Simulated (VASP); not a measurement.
# TiAl (P-6m2) in VASP: notebook, part 3 of 3

VASP 6.6.1. The steps go on from the part before.

## 5. Single point, PBEsol (strain -0.040 along x and y, -0.080 along z)

Contents of INCAR:

```
SYSTEM = TiAl
PREC = Accurate
ENCUT = 520
EDIFF = 1E-6
ISMEAR = 0
SIGMA = 0.15
LREAL = .False.
LASPH = .True.
NELM = 60
ALGO = Fast
ISIF = 2
LWAVE = .False.
LCHARG = .True.
GGA = PS
LELF = .True.
LVHAR = .True.
NBANDS = 14
```

Contents of KPOINTS:

```
regular mesh
0
Gamma
  24 24 14
  0 0 0
```

Contents of POSCAR:

```
TiAl
1.0
    2.7339084333      0.0000000000      0.0000000000
   -1.3669542166      2.3676341549      0.0000000000
    0.0000000000      0.0000000000      4.2503491602
Ti Al
1 1
Direct
    0.0000000000      0.0000000000      0.0000000000
    0.3333333333      0.6666666667      0.5000000000
```

Potentials or basis: VASP PAW PBE potentials, release 64 (Ti_sv, Al).

On the command line:

```sh
> cat potpaw_PBE.64/Ti_sv/POTCAR potpaw_PBE.64/Al/POTCAR > POTCAR
> mpirun -np 1 vasp_std > vasp.out
```

OUTCAR:

```text
SYSTEM = TiAl
   PREC = Accurate
   ENCUT = 520
   EDIFF = 1E-6
   ISMEAR = 0
   LREAL = .False.
   LASPH = .True.
   NELM = 60
   ISIF = 2
   GGA = PS

 ion  position               nearest neighbor table
   1  0.000  0.000  0.000-   2 2.65   2 2.65   2 2.65   2 2.65   2 2.65   2 2.65
   2  0.333  0.667  0.500-   1 2.65   1 2.65   1 2.65   1 2.65   1 2.65   1 2.65

  LATTYP: Found a hexagonal cell.
 ALAT       =     2.7339084333
 C/A-ratio  =     1.5546786821

  Lattice vectors:

 A1 = (   2.7339084333,   0.0000000000,   0.0000000000)
 A2 = (  -1.3669542166,   2.3676341549,   0.0000000000)
 A3 = (   0.0000000000,   0.0000000000,   4.2503491602)

Analysis of symmetry for initial positions (statically):
=====================================================================
 Subroutine PRICEL returns:
 Original cell was already a primitive cell.

 Routine SETGRP: Setting up the symmetry group for a
 hexagonal supercell.

 Subroutine GETGRP returns: Found 12 space group operations
 (whereof 12 operations were pure point group operations)
 out of a pool of 24 trial point group operations.

The static configuration has the point symmetry D_3h.

[... 175 lines left out ...]
      6       7.4497      2.00000
      7       8.4672      2.00000
      8      11.2902      0.00000
      9      11.2902      0.00000
     10      13.0982      0.00000
     11      13.0982      0.00000
     12      15.4360      0.00000
     13      23.6037      0.00000
     14      23.6037      0.00000
[... 377 lines left out ...]
      1     -45.8639      2.00000
      2     -22.7996      2.00000
      3     -22.3510      2.00000
      4     -22.0996      2.00000
      5       5.4684      2.00000
      6       7.0563      2.00000
      7       7.9101      2.00000
      8       8.6025      2.00000
      9      12.0948      0.00000
     10      14.4415      0.00000
     11      14.9673      0.00000
     12      15.1194      0.00000
     13      16.6876      0.00000
     14      18.2517      0.00000

 [... further k-points ...]

------------------------ aborting loop because EDIFF is reached ----------------------------------------

  FORCE on cell =-STRESS in cart. coord.  units (eV):
  Direction    XX          YY          ZZ          XY          YZ          ZX
  --------------------------------------------------------------------------------------
  -------------------------------------------------------------------------------------
  Total        3.7332305      3.7332305      6.1083745      0.0000000      0.0000000      0.0000000
  in kB      217.4063446    217.4063446    355.7239214      0.0000000      0.0000000      0.0000000
  external PRESSURE =     263.5122036 kB  Pullay stress =       0.0000000 kB

 VOLUME and BASIS-vectors are now :
 -----------------------------------------------------------------------------
  energy-cutoff  :      520.00
  volume of cell :       27.51
      direct lattice vectors                 reciprocal lattice vectors
     2.733908433  0.000000000  0.000000000     0.365776698  0.211181275  0.000000000
    -1.366954217  2.367634155  0.000000000     0.000000000  0.422362550  0.000000000
     0.000000000  0.000000000  4.250349160     0.000000000  0.000000000  0.235274789

 POSITION                                       TOTAL-FORCE (eV/Angst)
 -----------------------------------------------------------------------------------
      0.00000      0.00000      0.00000         0.000000      0.000000      0.000000
     -0.00000      1.57842      2.12517        -0.000000     -0.000000      0.000000
 -----------------------------------------------------------------------------------
    total drift:                                0.000000     -0.000000      0.000000

  FREE ENERGIE OF THE ION-ELECTRON SYSTEM (eV)
  ---------------------------------------------------
  free  energy   TOTEN  =       -12.5584398329 eV

  energy  without entropy=      -12.5301207630  energy(sigma->0) =      -12.54428030
```

Wall time 2 min (1 thread of Intel Xeon 6975P-C (Granite Rapids), shared host); peak memory 0.29 GiB.

What came out:

```yaml
Free_energy: -12.5584 eV
Pressure: 26.4 GPa
Band_gap_on_the_k_mesh: zero (an odd number of electrons rules out a gap without spin polarisation)
```

Levels at points of the mesh, in eV from the Fermi level:
| k point | band 4 | band 5 | band 6 | band 7 | band 8 | band 9 | band 10 | band 11 |
| --- | --- | --- | --- | --- | --- | --- | --- | --- |
| (0.00, 0.00, 0.00) | -31.71 | -9.75 | -2.38 | -1.36 | 1.46 | 1.46 | 3.27 | 3.27 |
| (0.50, 0.00, 0.00) | -31.92 | -4.27 | -2.91 | -1.94 | -1.26 | 2.39 | 4.81 | 5.02 |
| (0.00, 0.00, 0.50) | -31.71 | -8.47 | -5.57 | -0.30 | 1.48 | 1.48 | 3.12 | 3.12 |
| (0.50, 0.00, 0.50) | -31.92 | -4.29 | -2.44 | -2.18 | 0.88 | 1.19 | 2.07 | 4.11 |

Caveat: the cell differs from its parent crystal (strain -0.040 along x and y, -0.080 along z); the stress differs along the axes, from 22 to 36 GPa; the PAW data sets were made with another functional, which shifts forces and pressure a little.

## 6. Single point, PBEsol (strain -0.080 along x and y, +0.040 along z)

INCAR: that of step 5 with these lines changed.

```diff
@@ -12,6 +12,4 @@
 LWAVE = .False.
-LCHARG = .True.
+LCHARG = .False.
 GGA = PS
-LELF = .True.
-LVHAR = .True.
 NBANDS = 14
```

KPOINTS is that of step 5.

Contents of POSCAR:

```
TiAl
1.0
    2.6199955819      0.0000000000      0.0000000000
   -1.3099977909      2.2689827318      0.0000000000
    0.0000000000      0.0000000000      4.8047425290
Ti Al
1 1
Direct
    0.0000000000      0.0000000000      0.0000000000
    0.3333333333      0.6666666667      0.5000000000
```

Potentials or basis: VASP PAW PBE potentials, release 64 (Ti_sv, Al).

On the command line:

```sh
> cat potpaw_PBE.64/Ti_sv/POTCAR potpaw_PBE.64/Al/POTCAR > POTCAR
> mpirun -np 1 vasp_std > vasp.out
```

OUTCAR:

```text
SYSTEM = TiAl
   PREC = Accurate
   ENCUT = 520
   EDIFF = 1E-6
   ISMEAR = 0
   LREAL = .False.
   LASPH = .True.
   NELM = 60
   ISIF = 2
   GGA = PS

 ion  position               nearest neighbor table
   1  0.000  0.000  0.000-   2 2.84   2 2.84   2 2.84   2 2.84   2 2.84   2 2.84
   2  0.333  0.667  0.500-   1 2.84   1 2.84   1 2.84   1 2.84   1 2.84   1 2.84

  LATTYP: Found a hexagonal cell.
 ALAT       =     2.6199955819
 C/A-ratio  =     1.8338742867

  Lattice vectors:

[... 598 lines left out ...]

  FORCE on cell =-STRESS in cart. coord.  units (eV):
  Direction    XX          YY          ZZ          XY          YZ          ZX
  --------------------------------------------------------------------------------------
  -------------------------------------------------------------------------------------
  Total        4.7637130      4.7637130     -0.2195708      0.0000000      0.0000000      0.0000000
  in kB      267.2109827    267.2109827    -12.3163842      0.0000000      0.0000000      0.0000000
  external PRESSURE =     174.0351938 kB  Pullay stress =       0.0000000 kB

 VOLUME and BASIS-vectors are now :
 -----------------------------------------------------------------------------
  energy-cutoff  :      520.00
  volume of cell :       28.56
      direct lattice vectors                 reciprocal lattice vectors
     2.619995582  0.000000000  0.000000000     0.381680033  0.220363070  0.000000000
    -1.309997791  2.268982732  0.000000000     0.000000000  0.440726140  0.000000000
     0.000000000  0.000000000  4.804742529     0.000000000  0.000000000  0.208127698

 POSITION                                       TOTAL-FORCE (eV/Angst)
 -----------------------------------------------------------------------------------
      0.00000      0.00000      0.00000        -0.000000      0.000000      0.000000
     -0.00000      1.51266      2.40237         0.000000     -0.000000      0.000000
 -----------------------------------------------------------------------------------
    total drift:                               -0.000000      0.000000      0.000000

  FREE ENERGIE OF THE ION-ELECTRON SYSTEM (eV)
  ---------------------------------------------------
  free  energy   TOTEN  =       -12.5791692504 eV

  energy  without entropy=      -12.5581007799  energy(sigma->0) =      -12.56863502
```

OSZICAR:

```text
N       E                     dE             d eps       ncg     rms          rms(c)
DAV:   1     0.103057627730E+03    0.10306E+03   -0.71344E+03 13696   0.111E+03
DAV:   2    -0.768264483602E+01   -0.11074E+03   -0.10589E+03 14156   0.306E+02
DAV:   3    -0.134783580157E+02   -0.57957E+01   -0.56130E+01 20184   0.667E+01
[... 19 lines left out ...]
RMM:  23    -0.125791648547E+02   -0.25960E-05   -0.24653E-05 16229   0.243E-02    0.220E-03
RMM:  24    -0.125791667069E+02   -0.18522E-05   -0.20041E-05 14603   0.189E-02    0.184E-03
RMM:  25    -0.125791677969E+02   -0.10900E-05   -0.12671E-05 13300   0.147E-02    0.189E-03
RMM:  26    -0.125791686975E+02   -0.90052E-06   -0.10005E-05 13405   0.131E-02    0.128E-03
RMM:  27    -0.125791692504E+02   -0.55294E-06   -0.66015E-06 13299   0.115E-02
   1 F= -.12579169E+02 E0= -.12568635E+02  d E =-.210685E-01
```

Run time: 2.4 min. Hardware: 1 thread of Intel Xeon 6975P-C (Granite Rapids), shared host; peak memory 0.31 GiB.

Results:

- Free energy: -12.5792 eV
- Pressure: 17.4 GPa
- Band gap on the k mesh: zero (an odd number of electrons rules out a gap without spin polarisation)

Stress tensor (GPa, compression positive):
```
26.72  0.00  0.00
 0.00 26.72  0.00
 0.00  0.00 -1.23
```

Caveat: the cell differs from its parent crystal (strain -0.080 along x and y, +0.040 along z); the stress differs along the axes, from -1 to 27 GPa; the PAW data sets were made with another functional, which shifts forces and pressure a little.

## 7. Overview

| cell | gap on the mesh (eV) | pressure (GPa) |
| --- | --- | --- |
| a = 2.620, b = 2.620, c = 4.250 Å, angles 90.0, 90.0, 120.0°, 2 atoms | none | 43.9 |
| a = 2.620, b = 2.620, c = 4.435 Å, angles 90.0, 90.0, 120.0°, 2 atoms | none | 33.0 |
| a = 2.620, b = 2.620, c = 4.620 Å, angles 90.0, 90.0, 120.0°, 2 atoms | none | 24.3 |
| a = 2.734, b = 2.734, c = 4.250 Å, angles 90.0, 90.0, 120.0°, 2 atoms | none | 26.4 |
| a = 2.620, b = 2.620, c = 4.805 Å, angles 90.0, 90.0, 120.0°, 2 atoms | none | 17.4 |

Alike in all rows: task single point; level PBEsol; potentials or basis VASP PAW PBE potentials, release 64 (Ti_sv, Al); no spin polarisation; k mesh 24 × 24 × 14; cutoff (eV) 520; smearing gaussian 0.15 eV.

Caveats: the PAW data sets were made with another functional, which shifts forces and pressure a little; the stress differs along the axes, from 41 to 50 GPa (at least some runs); the stress differs along the axes, from 30 to 35 GPa (at least some runs); the stress differs along the axes, from 12 to 30 GPa (at least some runs); the stress differs along the axes, from 22 to 36 GPa (at least some runs); the stress differs along the axes, from -1 to 27 GPa (at least some runs).

Absolute energies hang on the potentials; compare differences alone.
